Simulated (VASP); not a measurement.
The system is Mg.

```
Mg
1.0
     3.20930    0.00000    0.00000
    -1.60465    2.77934    0.00000
     0.00000    0.00000    5.21030
Mg
2
Direct
  0.66667 0.33333 0.75000
  0.33333 0.66667 0.25000
```

* Program: VASP 6.6.1
* Task: relaxation of cell and atoms
* Functional: PBEsol
* Dispersion: D3(BJ)
* Potentials or basis: VASP PAW PBE potentials, release 64 (Mg)
* Cutoff: 600 eV
* k mesh: 10 × 10 × 5
* Occupations: fermi-dirac, width 0.05 eV
* Spin: no spin polarisation

At the start: pressure -3.0 GPa; volume 23.24 Å³/atom.

Where does the relaxation end?

Over 10 steps the energy falls by 20.5 meV/atom and the volume is 21.40 Å³/atom (-7.9 %); space group P6_3/mmc (No. 194, to 0.05 Å).

Step by step:
```csv
step,energy change (eV),largest force (eV/Å),pressure (GPa),volume (Å³)
1,0.0000,0.0000,-2.97,46.47
2,-0.0364,0.0000,-0.83,43.64
3,-0.0393,0.0000,0.03,42.72
4,-0.0393,0.0000,0.10,42.65
5,-0.0403,0.0000,0.10,42.66
6,-0.0400,0.0000,0.11,42.71
7,-0.0410,0.0000,0.10,42.68
8,-0.0410,0.0000,0.10,42.69
9,-0.0410,0.0000,0.10,42.69
10,-0.0410,0.0000,-0.01,42.80
```

Final structure:
```
Mg
1.0
     3.09442    0.00000    0.00000
    -1.54721    2.67985    0.00000
     0.00000    0.00000    5.16135
Mg
2
Direct
  0.66667 0.33333 0.75000
  0.33333 0.66667 0.25000
```

Caveat: the PAW data sets were made with another functional, which shifts forces and pressure a little; pairwise dispersion overbinds metals, which lowers pressure and volume.
